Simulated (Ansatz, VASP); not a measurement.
This is a calculation of LiCl for VASP 6.6.1.

File POSCAR:

```
LiCl
1.0
    0.0000000000      2.5647700000      2.5647700000
    2.5647700000      0.0000000000      2.5647700000
    2.5647700000      2.5647700000      0.0000000000
Cl Li
1 1
Direct
    0.5000000000      0.5000000000      0.5000000000
    0.0000000000      0.0000000000      0.0000000000
```

The input INCAR.step1:

```
  PREC = Accurate
  ENCUT = 520
  EDIFF = 1E-5
  ISMEAR = -1
  SIGMA = 0.05
  LREAL = False
  LASPH = True
  NELM = 100
  ALGO = Normal
  ISIF = 2
  LWAVE = True
  LCHARG = False
  GGA = PE
  NBANDS = 12
```

INCAR.step2

```
  PREC = Accurate
  ENCUT = 520
  EDIFF = 1E-7
  ISMEAR = -1
  SIGMA = 0.05
  LREAL = False
  LASPH = True
  NELM = 100
  ALGO = Normal
  ISIF = 2
  LWAVE = False
  LCHARG = False
  GGA = PE
  LHFCALC = True
  HFSCREEN = 0.2079
  PRECFOCK = Normal
  ISTART = 1
  NBANDS = 12
```

KPOINTS

```
regular mesh
0
Gamma
  6 6 6
```

Potentials or basis: VASP PAW PBE potentials, release 64 (Cl, Li_sv).

Run with:

```bash
$ cat potpaw_PBE.64/Cl/POTCAR potpaw_PBE.64/Li_sv/POTCAR > POTCAR
$ cp INCAR.step1 INCAR
$ mpirun -np 1 vasp_std > vasp.out
$ cp INCAR.step2 INCAR
$ mpirun -np 1 vasp_std > vasp.out
```

Q: Translate it to Ansatz 0.2.0. Potentials there: all-electron PAW datasets made for the crystal.

A: As run (the cutoff follows the program's own potentials):

Contents of input.yaml:

```yaml
crystal:
  lattice:
    - [0.0, 2.56477, 2.56477]
    - [2.56477, 0.0, 2.56477]
    - [2.56477, 2.56477, 0.0]
  atoms:
    - { symbol: Cl, position: [0.5, 0.5, 0.5] }
    - { symbol: Li, position: [0.0, 0.0, 0.0] }
kpoints:
  mp_grid: { grid: [6, 6, 6] }
scf:
  occupations: { method: fermi_dirac, width: 0.05 }
hamiltonian:
  xc: hse06
  pseudopotentials: { kind: all_electron, datasets: crystal }
output:
  forces: true
  stress: true
```

Potentials or basis: all-electron PAW datasets made for the crystal.

Run with:

```console
$ ansatz run input.yaml --threads 1 --pin off --max-ram 3072MiB --backend cpu --events-out ev --progress --plain --runs-dir out
```

Both were run:

|  | VASP | Ansatz | Ansatz less VASP |
| --- | --- | --- | --- |
| gap on the k mesh at the Fermi level (eV) | 7.73 | 7.72 | -0.010 |
| least direct gap on the mesh (eV) | 7.73 | 7.72 | -0.010 |

Ansatz ran all-electron here, and VASP with PAW potentials.

Noted on VASP's run: the cutoff is under 1.25 times that of the potentials, so the pressure is a little rough.
